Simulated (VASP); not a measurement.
Runs of VASP 6.6.1 on WS2. The structure is that of space group P-6m2 (No. 187), or close to it. The cells are those of the table. 

```tsv
level	potentials or basis	cell	smearing	gap on the mesh (eV)	largest force (eV/Å)
PBE	VASP PAW PBE potentials, release 64 (W_sv, S)	a = 3.184, b = 3.184, c = 16.951 Å, angles 90.0, 90.0, 120.0°, 3 atoms	fermi-dirac 0.05 eV	2.00	0.26
PBE	VASP PAW PBE potentials, release 64 (W_sv, S)	a = 3.184, b = 3.184, c = 16.951 Å, angles 90.0, 90.0, 120.0°, 3 atoms	gaussian 0.016 eV	2.00	0.26
LDA	VASP PAW LDA potentials, release 64 (W_sv, S)	a = 3.162, b = 3.162, c = 16.837 Å, angles 90.0, 90.0, 120.0°, 3 atoms	fermi-dirac 0.05 eV	2.05	0.01
PBE+D4	VASP PAW PBE potentials, release 64 (W_sv, S)	a = 3.158, b = 3.158, c = 16.945 Å, angles 90.0, 90.0, 120.0°, 3 atoms	fermi-dirac 0.05 eV	(b)	-
LDA	VASP PAW LDA potentials, release 64 (W_sv, S)	a = 3.205, b = 3.205, c = 17.063 Å, angles 90.0, 90.0, 120.0°, 3 atoms	fermi-dirac 0.05 eV	1.93	(c)
PBEsol	VASP PAW PBE potentials, release 64 (W_sv, S)	a = 3.184, b = 3.184, c = 16.951 Å, angles 90.0, 90.0, 120.0°, 3 atoms	fermi-dirac 0.05 eV	1.99	0.10
PBEsol	VASP PAW PBE potentials, release 64 (W_sv, S)	a = 3.146, b = 3.146, c = 16.953 Å, angles 90.0, 90.0, 120.0°, 3 atoms	fermi-dirac 0.05 eV	2.25	0.02
r2SCAN	VASP PAW PBE potentials, release 64 (W_sv, S)	a = 3.184, b = 3.184, c = 16.951 Å, angles 90.0, 90.0, 120.0°, 3 atoms	fermi-dirac 0.05 eV	2.10	-
PBE	VASP PAW PBE potentials, release 64 (W_sv, S)	a = 3.184, b = 3.184, c = 16.951 Å, angles 90.0, 90.0, 120.0°, 3 atoms	gaussian 0.015 eV	2.00	0.26
PBE	VASP PAW PBE potentials, release 64 (W_sv, S)	a = 3.189, b = 3.189, c = 16.951 Å, angles 90.0, 90.0, 120.0°, 3 atoms	fermi-dirac 0.05 eV	2.05	-
BLYP	VASP PAW PBE potentials, release 64 (W_sv, S)	a = 3.261, b = 3.261, c = 16.952 Å, angles 90.0, 90.0, 120.0°, 3 atoms	fermi-dirac 0.05 eV	(a)	0.03
PBE	VASP PAW PBE potentials, release 64 (W_sv, S)	a = 3.184, b = 3.184, c = 16.951 Å, angles 90.0, 90.0, 120.0°, 3 atoms	gaussian 0.023 eV	2.00	0.26
```

Alike in all rows: task single point; no spin polarisation; k mesh 10 × 10 × 2; cutoff (eV) 520.

Task: Fill in the values left out.

Result: (a) 1.64; (b) 2.22; (c) 0.69.

Caveats: spin-orbit coupling is left out, which moves the levels of the heavy elements; the PAW data sets were made with another functional, which shifts forces and pressure a little (some runs).

A k mesh can miss the band edges, and the runs leave out spin-orbit coupling on W.
